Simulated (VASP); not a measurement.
# B16HN16 (a cell with a defect): single point with PBE+D3(BJ)

B16HN16 (a cell with a defect):

```xyz
33
Lattice="-5.0122 2.8938 3.2949 0.0000 -5.7876 3.2949 5.0122 2.8938 3.2949" Properties=species:S:1:pos:R:3 pbc="T T T"
B     3.7581   -0.7115    6.5053
B     2.5100    1.4290    6.4624
B     1.2675    3.6154    6.5693
B    -3.7498   -0.6991    6.5663
B     0.0096    0.0066    9.8839
B    -0.0644   -1.4029    3.5778
B    -1.2300    0.7388    3.1661
B    -1.2204   -0.7358    6.5527
B    -2.4972   -2.8826    6.5548
B    -2.5169    1.4363    6.5671
B     1.2477    0.7281    3.2096
B     1.2568   -0.7306    6.6961
B     0.0136   -2.8839    6.6952
B     0.0005    1.4433    6.5565
B    -1.2484    3.6153    6.5897
B     2.5165   -2.8934    6.6223
N    -1.2422    2.1903    3.2566
N    -2.4926   -1.4406    6.5216
N     1.2561   -2.1656    3.3539
N     1.2641    2.1781    3.3231
N     0.0094    0.0432    3.0836
N     0.0161   -1.4499    6.8769
N    -1.2461    0.7184    6.5231
N     3.7688    2.1712    3.2906
N     2.5137    0.0011    3.2583
N     2.5105   -1.4507    6.6186
N     1.2468    0.7137    6.5532
N    -3.7470    2.1725    3.2825
N     0.0098    2.8920    6.5786
N     0.0084   -4.3381    3.2576
N    -1.2802   -2.1904    3.0854
N    -2.4950    0.0001    3.2049
H    -0.3905   -1.2131    4.7715
```

* Program: VASP 6.6.1
* Task: single point
* Functional: PBE
* Dispersion: D3(BJ)
* Potentials or basis: VASP PAW PBE potentials, release 64 (B, N, H)
* Cutoff: 520 eV
* k mesh: 2 × 2 × 2, shifted
* Occupations: gaussian, width 0.02 eV
* Spin: no spin polarisation
* Dipole correction: no
* Charge: -1
* Further INCAR settings: LREAL = Auto; ALGO = Normal; EDIFF = 1e-06; NBANDS = 86; NELECT = 130.0

The largest force is 0.692 eV/Å and the dispersion energy per atom is -0.142 eV.

Forces on the atoms (eV/Å):
```
B   -0.015  0.019 -0.043
B    0.007 -0.007 -0.039
B    0.004 -0.003  0.002
B   -0.030  0.035 -0.002
B   -0.004  0.010  0.015
B   -0.061  0.036  0.328
B    0.008 -0.004 -0.037
B   -0.113  0.065  0.494
B   -0.001 -0.011  0.012
B   -0.045  0.007 -0.004
B   -0.024  0.005 -0.043
B   -0.006  0.020 -0.040
B   -0.019 -0.004 -0.040
B    0.009  0.008  0.011
B   -0.012  0.001  0.014
B   -0.009  0.005 -0.008
N   -0.011  0.011  0.004
N    0.006  0.013  0.054
N    0.008 -0.005 -0.002
N   -0.015  0.021 -0.024
N   -0.004  0.040 -0.076
N   -0.046  0.027 -0.069
N   -0.008 -0.013  0.052
N   -0.006  0.003 -0.006
N   -0.008  0.004 -0.011
N   -0.024  0.001 -0.025
N   -0.014  0.004  0.002
N   -0.001  0.005 -0.018
N   -0.005 -0.002 -0.019
N   -0.008  0.005 -0.010
N   -0.036 -0.017 -0.076
N   -0.002  0.001  0.007
H    0.487 -0.283 -0.402
```

Levels at points of the mesh, in eV from the Fermi level:
| k point | band 63 | band 64 | band 65 | band 66 | band 67 | band 68 |
| --- | --- | --- | --- | --- | --- | --- |
| (0.25, 0.25, 0.25) | -2.12 | -2.02 | -0.17 | 3.40 | 3.46 | 3.57 |

Wall time 4 min on 1 thread of AMD EPYC 7R13, on a shared host, peak memory 0.34 GiB.

Caveat: the cell carries a net charge on a neutralising background, which shifts energy and pressure; the cell is charged against a uniform background, so pressure and absolute levels hang on convention.
